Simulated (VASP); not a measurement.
# GaN (Fm-3m) in VASP: further runs, part 2 of 3

VASP 6.6.1. Earlier steps stand in the parts before.

**3. Electric field gradients, PBEsol (volume scaled by 0.96)**

INCAR reads:

```
SYSTEM = GaN
PREC = Accurate ; ENCUT = 520
EDIFF = 1E-8 ; ISMEAR = -1
SIGMA = 0.02 ; LREAL = .False.
LASPH = .True. ; NELM = 60
ALGO = Normal ; ISIF = 2
LWAVE = .False. ; LCHARG = .False.
GGA = PS ; LEFG = .True.
NBANDS = 16
```

KPOINTS reads:

```
regular mesh
0
Gamma
  10 10 10
  0 0 0
```

POSCAR reads:

```
GaN
1.0
    0.0000000000      1.9655710232      1.9655710232
    1.9655710232      0.0000000000      1.9655710232
    1.9655710232      1.9655710232      0.0000000000
Ga N
1 1
Direct
    0.5000000000      0.5000000000      0.5000000000
    0.0000000000      0.0000000000      0.0000000000
```

Potentials or basis: VASP PAW PBE potentials, release 64 (Ga_d, N).

On the command line:

```bash
$ cat potpaw_PBE.64/Ga_d/POTCAR potpaw_PBE.64/N/POTCAR > POTCAR
$ mpirun -np 1 vasp_std > vasp.out
```

OUTCAR:

```text
SYSTEM = GaN
   PREC = Accurate
   ENCUT = 520
   EDIFF = 1E-8
   ISMEAR = -1
   LREAL = .False.
   LASPH = .True.
   NELM = 60
   ISIF = 2
   GGA = PS

 ion  position               nearest neighbor table
   1  0.500  0.500  0.500-   2 1.97   2 1.97   2 1.97   2 1.97   2 1.97   2 1.97
   2  0.000  0.000  0.000-   1 1.97   1 1.97   1 1.97   1 1.97   1 1.97   1 1.97

  LATTYP: Found a face centered cubic cell.
 ALAT       =     3.9311420464

  Lattice vectors:

 A1 = (   0.0000000000,   1.9655710232,   1.9655710232)
 A2 = (   1.9655710232,   0.0000000000,   1.9655710232)
 A3 = (   1.9655710232,   1.9655710232,   0.0000000000)

Analysis of symmetry for initial positions (statically):
=====================================================================
 Subroutine PRICEL returns:
 Original cell was already a primitive cell.

 Routine SETGRP: Setting up the symmetry group for a
 face centered cubic supercell.

 Subroutine GETGRP returns: Found 48 space group operations
 (whereof 48 operations were pure point group operations)
 out of a pool of 48 trial point group operations.

The static configuration has the point symmetry O_h .

Analysis of symmetry for dynamics (positions and initial velocities):
=====================================================================
 Subroutine PRICEL returns:
 Original cell was already a primitive cell.

 Routine SETGRP: Setting up the symmetry group for a
 face centered cubic supercell.

 Subroutine GETGRP returns: Found 48 space group operations
 (whereof 48 operations were pure point group operations)
 out of a pool of 48 trial point group operations.

The dynamic configuration has the point symmetry O_h .

[... 151 lines left out ...]
 Fermi energy:        11.3154413313

 k-point     1 :       0.0000    0.0000    0.0000
  band No.  band energies     occupation
      1      -8.9747      2.00000
      2      -3.1847      2.00000
      3      -3.1847      2.00000
      4      -3.1847      2.00000
      5      -3.0132      2.00000
      6      -3.0132      2.00000
[... 433 lines left out ...]
      3      -2.9613      2.00000
      4      -2.9444      2.00000
      5      -2.7615      2.00000
      6      -2.2992      2.00000
[... 8 lines left out ...]
     15      38.5820      0.00000
     16      40.6602      0.00000

 [... further k-points ...]
[... 5 lines left out ...]
  --------------------------------------------------------------------------------------
  -------------------------------------------------------------------------------------
  Total        7.6238103      7.6238103      7.6238103      0.0000000      0.0000000      0.0000000
  in kB      804.2414346    804.2414346    804.2414346      0.0000000      0.0000000      0.0000000
  external PRESSURE =     804.2414346 kB  Pullay stress =       0.0000000 kB

 VOLUME and BASIS-vectors are now :
 -----------------------------------------------------------------------------
  energy-cutoff  :      520.00
  volume of cell :       15.19
      direct lattice vectors                 reciprocal lattice vectors
     0.000000000  1.965571023  1.965571023    -0.254379004  0.254379004  0.254379004
     1.965571023  0.000000000  1.965571023     0.254379004 -0.254379004  0.254379004
     1.965571023  1.965571023  0.000000000     0.254379004  0.254379004 -0.254379004

 POSITION                                       TOTAL-FORCE (eV/Angst)
 -----------------------------------------------------------------------------------
      1.96557      1.96557      1.96557         0.000000     -0.000000      0.000000
      0.00000      0.00000      0.00000        -0.000000      0.000000     -0.000000
 -----------------------------------------------------------------------------------
    total drift:                                0.000000     -0.000000      0.000000

  FREE ENERGIE OF THE ION-ELECTRON SYSTEM (eV)
  ---------------------------------------------------
  free  energy   TOTEN  =       -11.5060827402 eV

  energy  without entropy=      -11.5060827402  energy(sigma->0) =      -11.50608274

 Electric field gradients (V/A^2)
---------------------------------------------------------------------
 ion       V_xx      V_yy      V_zz      V_xy      V_xz      V_yz
---------------------------------------------------------------------
   1       0.000    -0.000    -0.000    -0.002    -0.002    -0.002
   2       0.000    -0.000    -0.000     0.000     0.000     0.000
---------------------------------------------------------------------

 Electric field gradients after diagonalization (V/A^2)
 (convention: |V_zz| > |V_xx| > |V_yy|)
----------------------------------------------------------------------
 ion       V_xx      V_yy      V_zz     asymmetry (V_yy - V_xx)/ V_zz
----------------------------------------------------------------------
   1       0.002     0.002    -0.003       0.000
   2      -0.000    -0.000     0.001       0.000
----------------------------------------------------------------------

           NMR quadrupolar parameters

 Cq : quadrupolar parameter    Cq=e*Q*V_zz/h
 eta: asymmetry parameters     (V_yy - V_xx)/ V_zz
 Q  : nuclear electric quadrupole moment in mb (millibarn)
----------------------------------------------------------------------
 ion       Cq(MHz)       eta       Q (mb)
----------------------------------------------------------------------
   1      -0.000       0.000       1.000
   2       0.000       0.000       1.000
----------------------------------------------------------------------
```

Run time: 18 s. Hardware: 1 thread of Intel Xeon 8259CL, shared host; peak memory 0.14 GiB.

Results:

```
Free energy            : -11.5061 eV
Pressure               : 80.4 GPa
Band gap on the k mesh : 2.03 eV, indirect (least direct gap 5.67 eV)
```

Levels at points of the mesh, in eV from the valence-band top:
```csv
k point,band 6,band 7,band 8,band 9,band 10,band 11,band 12,band 13
"(0.00, 0.00, 0.00)",-13.81,-0.83,-0.83,-0.83,5.03,15.97,15.97,15.97
"(0.50, 0.00, 0.00)",-13.57,-9.40,-0.12,-0.12,5.55,10.27,10.27,12.52
"(0.50, 0.50, 0.00)",-10.31,-9.08,-4.00,-4.00,2.03,7.95,14.16,17.46
```

Caveat: the cell differs from its parent crystal (volume scaled by 0.96); without QUAD_EFG the Cq values of the log hold for a quadrupole moment of 1 mb, not for the nuclei; the PAW data sets were made with another functional, which shifts forces and pressure a little. A k mesh can miss the band edges.

**4. Electric field gradients, PBEsol**

This run uses another cell than the first one, of 7.91 Å³/atom, 1.042 times its volume.

INCAR reads:

```
SYSTEM = GaN
ALGO = Normal
EDIFF = 1E-8
ENCUT = 520
GGA = PS
ISIF = 2
ISMEAR = -1
LASPH = .True.
LCHARG = .False.
LEFG = .True.
LREAL = .False.
LWAVE = .False.
NBANDS = 16
NELM = 80
PREC = Accurate
SIGMA = 0.02
```

KPOINTS reads:

```
k-points
0
Gamma
  10 10 10
  0 0 0
```

POSCAR reads:

```
GaN
1.0
    0.0000000000      1.9925000000      1.9925000000
    1.9925000000      0.0000000000      1.9925000000
    1.9925000000      1.9925000000      0.0000000000
Ga N
1 1
Direct
    0.5000000000      0.5000000000      0.5000000000
    0.0000000000      0.0000000000      0.0000000000
```

Potentials or basis: VASP PAW PBE potentials, release 64 (Ga_d, N).

On the command line:

```bash
$ cat potpaw_PBE.64/Ga_d/POTCAR potpaw_PBE.64/N/POTCAR > POTCAR
$ mpirun -np 1 vasp_std > vasp.out
```

OUTCAR:

```text
SYSTEM = GaN
   EDIFF = 1E-8
   ENCUT = 520
   GGA = PS
   ISIF = 2
   ISMEAR = -1
   LASPH = .True.
   LREAL = .False.
   NELM = 80
   PREC = Accurate

 ion  position               nearest neighbor table
   1  0.500  0.500  0.500-   2 1.99   2 1.99   2 1.99   2 1.99   2 1.99   2 1.99
   2  0.000  0.000  0.000-   1 1.99   1 1.99   1 1.99   1 1.99   1 1.99   1 1.99

  LATTYP: Found a face centered cubic cell.
 ALAT       =     3.9850000000

  Lattice vectors:

 A1 = (   0.0000000000,   1.9925000000,   1.9925000000)
 A2 = (   1.9925000000,   0.0000000000,   1.9925000000)
 A3 = (   1.9925000000,   1.9925000000,   0.0000000000)

Analysis of symmetry for initial positions (statically):
=====================================================================
 Subroutine PRICEL returns:
 Original cell was already a primitive cell.

 Routine SETGRP: Setting up the symmetry group for a
 face centered cubic supercell.

 Subroutine GETGRP returns: Found 48 space group operations
 (whereof 48 operations were pure point group operations)
 out of a pool of 48 trial point group operations.

The static configuration has the point symmetry O_h .

Analysis of symmetry for dynamics (positions and initial velocities):
=====================================================================
 Subroutine PRICEL returns:
 Original cell was already a primitive cell.

 Routine SETGRP: Setting up the symmetry group for a
 face centered cubic supercell.

 Subroutine GETGRP returns: Found 48 space group operations
 (whereof 48 operations were pure point group operations)
 out of a pool of 48 trial point group operations.

The dynamic configuration has the point symmetry O_h .

 Subroutine INISYM returns: Found 48 space group operations
 (whereof 48 operations are pure point group operations),
 and found     1 'primitive' translations

----------------------------------------------------------------------------------------

                                     Primitive cell

  volume of cell :      15.8207

  direct lattice vectors                    reciprocal lattice vectors
     0.000000000  1.992500000  1.992500000    -0.250941029  0.250941029  0.250941029
     1.992500000  0.000000000  1.992500000     0.250941029 -0.250941029  0.250941029
     1.992500000  1.992500000  0.000000000     0.250941029  0.250941029 -0.250941029

  length of vectors
     2.817820523  2.817820523  2.817820523     0.434642612  0.434642612  0.434642612

  position of ions in fractional coordinates (direct lattice)
     0.500000000  0.500000000  0.500000000
     0.000000000  0.000000000  0.000000000

  ion indices of the primitive-cell ions
   primitive index   ion index
                 1           1
                 2           2

----------------------------------------------------------------------------------------

 KPOINTS: k-points

Automatic generation of k-mesh.
 Grid dimensions read from file:
 generate k-points for:   10   10   10

[... 65 lines left out ...]
   EDIFFG = 0.1E-06   stopping-criterion for IOM
   NSW    =      0    number of steps for IOM
   IBRION =     -1    ionic relax: 0-MD 1-quasi-New 2-CG
   NFREE  =      0    steps in history (QN), initial steepest desc. (CG)
   ISIF   =      2    stress and relaxation
   ISYM   =      2    0-nonsym 1-usesym 2-fastsym
   POTIM  = 0.5000    time-step for ionic-motion
   TEBEG  =    0.0;   TEEND  =   0.0 temperature during run
   PSTRESS=    0.0 pullay stress
   NELECT =      18.0000    total number of electrons
   NUPDOWN=      -1.0000    fix difference up-down
   EMIN   =  10.00;   EMAX   =-10.00  energy-range for DOS
   EFERMI =   0.00;   METHOD = LEGACY
   ISMEAR =    -1;   SIGMA  =   0.02  broadening in eV -4-tet -1-fermi 0-gaus
   EFERMI_NEDOS =   21; number of points for ismear=-14 and -15
   IALGO  =     38    algorithm
   IMIX   =      4    mixing-type and parameters
     AMIX     =   0.40;   BMIX     =  1.00
     AMIX_MAG =   1.60;   BMIX_MAG =  1.00
  volume/ion in A,a.u.               =       7.91        53.38
  Fermi-wavevector in a.u.,A,eV,Ry     =   1.709060  3.229655 39.741073  2.920886
  Thomas-Fermi vector in A             =   2.787614
   LORBIT       =      0    0 simple, 1 ext, 2 COOP (PROOUT), +10 PAW based schemes
   GGA     = PS    functional components
   LHFCALC =     F    Hartree Fock is set to
   AEXX    =    0.0000 exact exchange contribution
   IVDW    =     0    specifies the selected vdW correction
   LEPSILON=     F    determine dielectric tensor
   LRPA    =     F    only Hartree local field effects (RPA)
 non-spin polarized calculation
  energy-cutoff  :      520.00
  volume of cell :       15.82
 maximum number of plane-waves:       444
 NGX is ok and might be reduce to    24
   NGX = 11   NGY = 11   NGZ = 11

 number of electron      17.9999999 magnetization

 Free energy of the ion-electron system (eV)
  ---------------------------------------------------
  ext. energy  EPLUGINS =         0.00000000
  ---------------------------------------------------
  free energy    TOTEN  =       -11.78171005 eV

  energy without entropy =      -11.78171005  energy(sigma->0) =      -11.78171005

 E-fermi :  10.5724     XC(G=0): -14.3286

 val. band max:       10.1721931633   @ k =  -0.2000   0.2000   0.0000
 cond. band min:      11.8983981649   @ k =   0.5000   0.5000   0.0000
 fundamental gap:      1.7262050016
 Fermi energy:        10.5723519335

 k-point     1 :       0.0000    0.0000    0.0000
  band No.  band energies     occupation
      1      -9.0897      2.00000
      2      -3.7716      2.00000
      3      -3.7716      2.00000
      4      -3.7716      2.00000
      5      -3.6175      2.00000
      6      -3.6175      2.00000
[... 433 lines left out ...]
      3      -3.5674      2.00000
      4      -3.5303      2.00000
      5      -3.3906      2.00000
      6      -2.8284      2.00000
[... 8 lines left out ...]
     15      37.3474      0.00000
     16      39.2977      0.00000

 [... further k-points ...]
[... 5 lines left out ...]
  --------------------------------------------------------------------------------------
  -------------------------------------------------------------------------------------
  Total        5.8722884      5.8722884      5.8722884     -0.0000000     -0.0000000      0.0000000
  in kB      594.6932004    594.6932004    594.6932004     -0.0000000     -0.0000000      0.0000000
  external PRESSURE =     594.6932004 kB  Pullay stress =       0.0000000 kB

 VOLUME and BASIS-vectors are now :
 -----------------------------------------------------------------------------
  energy-cutoff  :      520.00
  volume of cell :       15.82
      direct lattice vectors                 reciprocal lattice vectors
     0.000000000  1.992500000  1.992500000    -0.250941029  0.250941029  0.250941029
     1.992500000  0.000000000  1.992500000     0.250941029 -0.250941029  0.250941029
     1.992500000  1.992500000  0.000000000     0.250941029  0.250941029 -0.250941029

 POSITION                                       TOTAL-FORCE (eV/Angst)
 -----------------------------------------------------------------------------------
      1.99250      1.99250      1.99250         0.000000     -0.000000      0.000000
      0.00000      0.00000      0.00000        -0.000000      0.000000     -0.000000
 -----------------------------------------------------------------------------------
    total drift:                                0.000000     -0.000000      0.000000

  FREE ENERGIE OF THE ION-ELECTRON SYSTEM (eV)
  ---------------------------------------------------
  free  energy   TOTEN  =       -11.7817100541 eV

  energy  without entropy=      -11.7817100541  energy(sigma->0) =      -11.78171005

 Electric field gradients (V/A^2)
---------------------------------------------------------------------
 ion       V_xx      V_yy      V_zz      V_xy      V_xz      V_yz
---------------------------------------------------------------------
   1       0.000    -0.000    -0.000    -0.002    -0.002    -0.002
   2       0.000    -0.000     0.000    -0.000    -0.000    -0.000
---------------------------------------------------------------------

 Electric field gradients after diagonalization (V/A^2)
 (convention: |V_zz| > |V_xx| > |V_yy|)
----------------------------------------------------------------------
 ion       V_xx      V_yy      V_zz     asymmetry (V_yy - V_xx)/ V_zz
----------------------------------------------------------------------
   1       0.002     0.002    -0.004       0.000
   2       0.000     0.000    -0.000       0.000
----------------------------------------------------------------------

           NMR quadrupolar parameters

 Cq : quadrupolar parameter    Cq=e*Q*V_zz/h
 eta: asymmetry parameters     (V_yy - V_xx)/ V_zz
 Q  : nuclear electric quadrupole moment in mb (millibarn)
----------------------------------------------------------------------
 ion       Cq(MHz)       eta       Q (mb)
----------------------------------------------------------------------
   1      -0.000       0.000       1.000
   2      -0.000       0.000       1.000
----------------------------------------------------------------------
```

OSZICAR:

```text
N       E                     dE             d eps       ncg     rms          rms(c)
DAV:   1     0.750787739961E+02    0.75079E+02   -0.89283E+03  1664   0.228E+03
DAV:   2    -0.940149749293E+01   -0.84480E+02   -0.79114E+02  1720   0.337E+02
DAV:   3    -0.136411064066E+02   -0.42396E+01   -0.42242E+01  1680   0.638E+01
DAV:   4    -0.136781356099E+02   -0.37029E-01   -0.37026E-01  1888   0.611E+00
DAV:   5    -0.136784669271E+02   -0.33132E-03   -0.33132E-03  1752   0.543E-01    0.751E+00
DAV:   6    -0.118429419126E+02    0.18355E+01   -0.35562E+00  2184   0.471E+01    0.252E+00
DAV:   7    -0.118064580901E+02    0.36484E-01   -0.29014E-01  1712   0.510E+00    0.162E+00
DAV:   8    -0.117833664194E+02    0.23092E-01   -0.23084E-02  2048   0.259E+00    0.359E-01
DAV:   9    -0.117817739435E+02    0.15925E-02   -0.54554E-03  2000   0.237E+00    0.751E-02
DAV:  10    -0.117817125539E+02    0.61390E-04   -0.30987E-04  1688   0.218E-01    0.262E-02
DAV:  11    -0.117817095751E+02    0.29788E-05   -0.45329E-05  1960   0.987E-02    0.180E-02
DAV:  12    -0.117817100551E+02   -0.48002E-06   -0.15132E-06  1640   0.127E-02    0.555E-03
DAV:  13    -0.117817100541E+02    0.94769E-09   -0.32942E-08  1936   0.232E-03
   1 F= -.11781710E+02 E0= -.11781710E+02  d E =-.325420E-10
```

It took 16 s on 1 thread of Intel Xeon 8259CL, shared host; peak memory 0.15 GiB.

What came out:

| Item | Value |
| --- | --- |
| Free energy | -11.7817 eV |
| Pressure | 59.5 GPa |
| Band gap on the k mesh | 1.73 eV, indirect (least direct gap 5.22 eV) |

Caveat: without QUAD_EFG the Cq values of the log hold for a quadrupole moment of 1 mb, not for the nuclei; the PAW data sets were made with another functional, which shifts forces and pressure a little. A hybrid or GW would open this gap; PBEsol tends to underestimate it.

(Part 2 of 3 ends here.)
